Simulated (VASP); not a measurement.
# Cu (Cmcm) in VASP: notebook

Runs on Cu. Level: r2SCAN. Tasks: single point.

All numbers are computed with VASP 6.6.1; they aren't measurements. Logs are shortened: lines on timing, memory, paths and dates and some standing lists are left out, and cuts for length are marked.

**1. The cell of the first run**

Symmetry: Cmcm, No. 63, orthorhombic system. Conventional cell: a = 2.344 Å, b = 7.708 Å, c = 2.393 Å, α = 90.00°, β = 90.00°, γ = 90.00°. Within 3.1 Å of Cu (site symmetry m2m) lie 10 Cu at 2.34 to 2.46 Å.

**2. Single point, r2SCAN**

POSCAR

```
Cu
1.0
    1.1718628743     -3.8541243740      0.0000000000
    1.1718628743      3.8541243740      0.0000000000
    0.0000000000      0.0000000000      2.3932843846
Cu
2
Direct
    0.1327838166      0.8672161834      0.2500000000
    0.8672161834      0.1327838166      0.7500000000
```

INCAR.step1

```
  ALGO = Normal
  EDIFF = 1E-5
  ENCUT = 660
  GGA = PE
  GGA_COMPAT = F
  ISMEAR = -1
  LASPH = T
  LCHARG = F
  LREAL = F
  LWAVE = T
  NBANDS = 18
  NELM = 120
  PREC = Accurate
  SIGMA = 0.1
```

INCAR.step2

```
  ALGO = Normal
  EDIFF = 1E-6
  ENCUT = 660
  GGA_COMPAT = F
  ISIF = 2
  ISMEAR = -1
  ISTART = 1
  LASPH = T
  LCHARG = F
  LMIXTAU = T
  LREAL = F
  LWAVE = F
  METAGGA = R2SCAN
  NBANDS = 18
  NELM = 120
  PREC = Accurate
  SIGMA = 0.1
```

KPOINTS

```
k-points
0
Gamma
  13 13 12
```

Potentials or basis: VASP PAW PBE potentials, release 64 (Cu).

Command:

```
cat potpaw_PBE.64/Cu/POTCAR > POTCAR
cp INCAR.step1 INCAR
mpirun -np 1 vasp_std > vasp.out
cp INCAR.step2 INCAR
mpirun -np 1 vasp_std > vasp.out
```

OUTCAR:

```text
EDIFF = 1E-6
   ENCUT = 660
   ISIF = 2
   ISMEAR = -1
   ISTART = 1
   LASPH = T
   LREAL = F
   METAGGA = R2SCAN
   NELM = 120
   PREC = Accurate

 ion  position               nearest neighbor table
   1  0.133  0.867  0.250-   2 2.37   2 2.37   2 2.46   2 2.46   2 2.46   2 2.46
   2  0.867  0.133  0.750-   1 2.37   1 2.37   1 2.46   1 2.46   1 2.46   1 2.46

  LATTYP: Found a base centered orthorhombic cell.
 ALAT       =     2.3437257486
 B/A-ratio  =     3.2888868301
 C/A-ratio  =     1.0211452368

  Lattice vectors:

 A1 = (   1.1718628743,  -3.8541243740,   0.0000000000)
 A2 = (   1.1718628743,   3.8541243740,   0.0000000000)
 A3 = (   0.0000000000,   0.0000000000,   2.3932843846)

Analysis of symmetry for initial positions (statically):
=====================================================================
 Subroutine PRICEL returns:
 Original cell was already a primitive cell.

 Routine SETGRP: Setting up the symmetry group for a
 base centered orthorhombic supercell.

 Subroutine GETGRP returns: Found  8 space group operations
 (whereof  4 operations were pure point group operations)
 out of a pool of  8 trial point group operations.

The static configuration has the point symmetry C_2h.
 The point group associated with its full space group is D_2h.

Analysis of symmetry for dynamics (positions and initial velocities):
=====================================================================
 Subroutine PRICEL returns:
 Original cell was already a primitive cell.

 Routine SETGRP: Setting up the symmetry group for a
 base centered orthorhombic supercell.

 Subroutine GETGRP returns: Found  8 space group operations
 (whereof  4 operations were pure point group operations)
 out of a pool of  8 trial point group operations.

The dynamic configuration has the point symmetry C_2h.
 The point group associated with its full space group is D_2h.

 Subroutine INISYM returns: Found  8 space group operations
 (whereof  4 operations are pure point group operations),
 and found     1 'primitive' translations

----------------------------------------------------------------------------------------

                                     Primitive cell

  volume of cell :      21.6186

  direct lattice vectors                    reciprocal lattice vectors
     1.171862874 -3.854124374  0.000000000     0.426671082 -0.129731153  0.000000000
     1.171862874  3.854124374  0.000000000     0.426671082  0.129731153  0.000000000
     0.000000000  0.000000000  2.393284385     0.000000000  0.000000000  0.417835844

  length of vectors
     4.028341754  4.028341754  2.393284385     0.445957828  0.445957828  0.417835844

  position of ions in fractional coordinates (direct lattice)
     0.132783817  0.867216183  0.250000000
     0.867216183  0.132783817  0.750000000

  ion indices of the primitive-cell ions
   primitive index   ion index
                 1           1
                 2           2

----------------------------------------------------------------------------------------

 KPOINTS: k-points

Automatic generation of k-mesh.
 Grid dimensions read from file:
 generate k-points for:   13   13   12

 Generating k-lattice:

  Cartesian coordinates                     Fractional coordinates (reciprocal lattice)
     0.032820852 -0.009979319  0.000000000     0.076923077  0.000000000  0.000000000
     0.032820852  0.009979319  0.000000000     0.000000000  0.076923077  0.000000000
     0.000000000  0.000000000  0.034819654     0.000000000  0.000000000  0.083333333

  Length of vectors
     0.034304448  0.034304448  0.034819654

  Shift w.r.t. Gamma in fractional coordinates (k-lattice)
     0.000000000  0.000000000  0.000000000

 Subroutine IBZKPT returns following result:
 ===========================================

 Found    343 irreducible k-points:

 Following reciprocal coordinates:
            Coordinates               Weight
  0.000000  0.000000  0.000000      1.000000
  0.076923  0.000000  0.000000      4.000000
  0.153846  0.000000  0.000000      4.000000
  0.230769  0.000000  0.000000      4.000000
  0.307692  0.000000  0.000000      4.000000
  0.384615  0.000000  0.000000      4.000000
[... 16 lines left out ...]
  0.384615  0.153846  0.000000      4.000000
  0.461538  0.153846  0.000000      4.000000
 [... further k-points ...]
   k-points           NKPTS =    343   k-points in BZ     NKDIM =    343   number of bands    NBANDS=     18
   number of dos      NEDOS =    301   number of ions     NIONS =      2
   total plane-waves  NPLWV =  25920
   dimension x,y,z NGX =    36 NGY =   36 NGZ =   20
   dimension x,y,z NGXF=    72 NGYF=   72 NGZF=   40
   ions per type =               2
   NGX,Y,Z   is equivalent  to a cutoff of  14.86, 14.86, 13.89 a.u.
   NGXF,Y,Z  is equivalent  to a cutoff of  29.71, 29.71, 27.79 a.u.
 SYSTEM =  unknown system
   PREC   = accura    normal or accurate (medium, high low for compatibility)
   ISTART =      1    job   : 0-new  1-cont  2-samecut
   ICHARG =      0    charge: 1-file 2-atom 10-const
   ISPIN  =      1    spin polarized calculation?
   LNONCOLLINEAR =      F non collinear calculations
   LSORBIT =      F    spin-orbit coupling
   LASPH  =      T    aspherical Exc in radial PAW
   ENCUT  =  660.0 eV  48.51 Ry    6.96 a.u.   8.44  8.44  5.01*2*pi/ulx,y,z
   NELM   =    120;   NELMIN=  2; NELMDL=  0     # of ELM steps
   EDIFF  = 0.1E-05   stopping-criterion for ELM
   LREAL  =      F    real-space projection
   EDIFFG = 0.1E-04   stopping-criterion for IOM
   NSW    =      0    number of steps for IOM
   IBRION =     -1    ionic relax: 0-MD 1-quasi-New 2-CG
   NFREE  =      0    steps in history (QN), initial steepest desc. (CG)
   ISIF   =      2    stress and relaxation
   ISYM   =      2    0-nonsym 1-usesym 2-fastsym
   POTIM  = 0.5000    time-step for ionic-motion
   TEBEG  =    0.0;   TEEND  =   0.0 temperature during run
   PSTRESS=    0.0 pullay stress
   NELECT =      22.0000    total number of electrons
   NUPDOWN=      -1.0000    fix difference up-down
   EMIN   =  10.00;   EMAX   =-10.00  energy-range for DOS
   EFERMI =   0.00;   METHOD = LEGACY
   ISMEAR =    -1;   SIGMA  =   0.10  broadening in eV -4-tet -1-fermi 0-gaus
   EFERMI_NEDOS =   21; number of points for ismear=-14 and -15
   IALGO  =     38    algorithm
   IMIX   =      4    mixing-type and parameters
     AMIX     =   0.40;   BMIX     =  1.00
     AMIX_MAG =   1.60;   BMIX_MAG =  1.00
  volume/ion in A,a.u.               =      10.81        72.94
  Fermi-wavevector in a.u.,A,eV,Ry     =   1.646671  3.111757 36.892533  2.711525
  Thomas-Fermi vector in A             =   2.736260
   LORBIT       =      0    0 simple, 1 ext, 2 COOP (PROOUT), +10 PAW based schemes
   METAGGA = R2SCAN    functional components
   LHFCALC =     F    Hartree Fock is set to
   AEXX    =    0.0000 exact exchange contribution
   IVDW    =     0    specifies the selected vdW correction
   LEPSILON=     F    determine dielectric tensor
   LRPA    =     F    only Hartree local field effects (RPA)
 non-spin polarized calculation
  energy-cutoff  :      660.00
  volume of cell :       21.62
 maximum number of plane-waves:       850
 NGX is ok and might be reduce to    36
   NGX = 17   NGY = 17   NGZ = 11

 number of electron      21.9999983 magnetization

 Free energy of the ion-electron system (eV)
  ---------------------------------------------------
  ext. energy  EPLUGINS =         0.00000000
  ---------------------------------------------------
  free energy    TOTEN  =       -21.21011320 eV

  energy without entropy =      -21.19454827  energy(sigma->0) =      -21.20233074

 E-fermi :   8.5634     XC(G=0): -14.2908

 val. band max:        8.5559990356   @ k =  -0.4615   0.1538   0.0000
 cond. band min:       8.5655561257   @ k =  -0.0769   0.0769   0.5000
 fundamental gap:      0.0095570901
 Fermi energy:         8.5633667999

 k-point     1 :       0.0000    0.0000    0.0000
  band No.  band energies     occupation
      1      -1.8163      2.00000
      2       2.7768      2.00000
      3       3.6792      2.00000
      4       4.2024      2.00000
      5       5.0775      2.00000
      6       5.3777      2.00000
[... 10 lines left out ...]
     17      30.2497      0.00000
     18      32.4786      0.00000

 k-point     2 :       0.0769    0.0000    0.0000
  band No.  band energies     occupation
      1      -1.6234      2.00000
      2       2.8512      2.00000
      3       3.7570      2.00000
      4       4.2758      2.00000
      5       5.1011      2.00000
      6       5.3706      2.00000
[... 10 lines left out ...]
     17      30.8938      0.00000
     18      33.7875      0.00000

 k-point     3 :       0.1538    0.0000    0.0000
  band No.  band energies     occupation
      1      -1.0572      2.00000
      2       3.0446      2.00000
      3       3.9676      2.00000
      4       4.4768      2.00000
      5       5.1428      2.00000
      6       5.1654      2.00000
[... 10 lines left out ...]
     17      31.1844      0.00000
     18      34.1795      0.00000

 k-point     4 :       0.2308    0.0000    0.0000
  band No.  band energies     occupation
      1      -0.1617      2.00000
      2       3.2796      2.00000
      3       4.2186      2.00000
      4       4.4195      2.00000
      5       4.9764      2.00000
      6       5.2502      2.00000
[... 375 lines left out ...]
      4       4.5113      2.00000
      5       5.0901      2.00000
      6       5.2696      2.00000
[... 10 lines left out ...]
     17      32.5368      0.00000
     18      32.7472      0.00000

 k-point    23 :       0.3846    0.1538    0.0000
  band No.  band energies     occupation
      1       2.7669      2.00000
      2       3.2471      2.00000
      3       4.2383      2.00000
      4       4.7383      2.00000
      5       4.9722      2.00000
      6       5.3046      2.00000
[... 10 lines left out ...]
     17      32.8617      0.00000
     18      33.1760      0.00000

 k-point    24 :       0.4615    0.1538    0.0000
  band No.  band energies     occupation
      1       2.4261      2.00000
      2       3.1032      2.00000
      3       4.3031      2.00000
      4       4.7641      2.00000
      5       4.9067      2.00000
      6       5.3942      2.00000
[... 10 lines left out ...]
     17      31.9668      0.00000
     18      32.4179      0.00000

 [... further k-points ...]

------------------------ aborting loop because EDIFF is reached ----------------------------------------

  FORCE on cell =-STRESS in cart. coord.  units (eV):
  Direction    XX          YY          ZZ          XY          YZ          ZX
  --------------------------------------------------------------------------------------
  -------------------------------------------------------------------------------------
  Total        2.7499557      2.7617714      2.7840845      0.0000000      0.0000000      0.0000000
  in kB      203.8024764    204.6781527    206.3317983      0.0000000      0.0000000      0.0000000
  external PRESSURE =     204.9374758 kB  Pullay stress =       0.0000000 kB

 VOLUME and BASIS-vectors are now :
 -----------------------------------------------------------------------------
  energy-cutoff  :      660.00
  volume of cell :       21.62
      direct lattice vectors                 reciprocal lattice vectors
     1.171862874 -3.854124374  0.000000000     0.426671082 -0.129731153  0.000000000
     1.171862874  3.854124374  0.000000000     0.426671082  0.129731153  0.000000000
     0.000000000  0.000000000  2.393284385     0.000000000  0.000000000  0.417835844

 POSITION                                       TOTAL-FORCE (eV/Angst)
 -----------------------------------------------------------------------------------
      1.17186      2.83059      0.59832         0.000000      0.005207     -0.000000
      1.17186     -2.83059      1.79496         0.000000     -0.005207      0.000000
 -----------------------------------------------------------------------------------
    total drift:                                0.000000      0.000000     -0.000000

  FREE ENERGIE OF THE ION-ELECTRON SYSTEM (eV)
  ---------------------------------------------------
  free  energy   TOTEN  =       -21.2101132040 eV

  energy  without entropy=      -21.1945482693  energy(sigma->0) =      -21.20233074
```

It took 15 min on 1 thread of AMD EPYC 9755, shared host; peak memory 0.26 GiB.

What came out:

- Free energy: -21.2101 eV
- Pressure: 20.5 GPa
- Largest force: 0.005 eV/Å
- Band gap on the k mesh: zero (bands 11 and 12 overlap by 6.33 eV)

Forces in eV/Å, atoms in the order of the input:
```
Cu   0.000  0.005  0.000
Cu   0.000 -0.005  0.000
```

Caveat: the cell stands under pressure; the PAW data sets were made with another functional, which shifts forces and pressure a little.

(Continued in part 2 of 3.)

The gap in the log of VASP goes by the Fermi energy; the results here count the filled bands.